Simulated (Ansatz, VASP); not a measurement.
# Two plane-wave programs on Rh

```xyz
4
Lattice="2.7245 0.0000 0.0000 -1.3623 2.0198 0.0000 0.0000 0.0000 9.6875" Properties=species:S:1:pos:R:3 pbc="T T T"
Rh    0.0000    0.0000    0.0000
Rh    0.0000    1.3465    2.4219
Rh    0.0000    0.0000    4.8438
Rh    1.3623    0.6733    7.2657
```

Change from the starting cell: strain +e along x and -e along y +0.0733, strain +e along z and -e/2 along x and y +0.1100.

Alike in both runs: task single point; functional PBEsol; k mesh 18 × 18 × 6; occupations gaussian, width 0.15 eV; no spin polarisation.

|  | VASP | Ansatz |
| --- | --- | --- |
| version | VASP 6.6.1 | Ansatz 0.2.0 |
| potentials or method | VASP PAW PBE potentials, release 64 (Rh_pv), cutoff 520 eV | scalar-relativistic, plane waves, PAW |
| valence electrons in the cell | 60 | 68 |

```csv
,VASP,Ansatz,Ansatz less VASP
gap on the k mesh at the Fermi level (eV),none,none,-
pressure (GPa),21.7,21.7,-0.04
"traceless stress, the component that is largest in VASP (GPa)",53.31,53.34,+0.032
rms of the force components (eV/Å),0.055,0.055,-0.0003
```

VASP's potentials were made for PBE, not for PBEsol, and Ansatz warns of the same on its side. Atom by atom the forces differ by 0.000 eV/Å (rms over components). A gap of «none» marks a metal or a gap that the smearing closes. The functional is the same, so the differences come from potentials, cutoffs and numerics. VASP's potentials hold 60 valence electrons a cell and Ansatz's 68, so a difference there can come from the potentials and not from the codes.
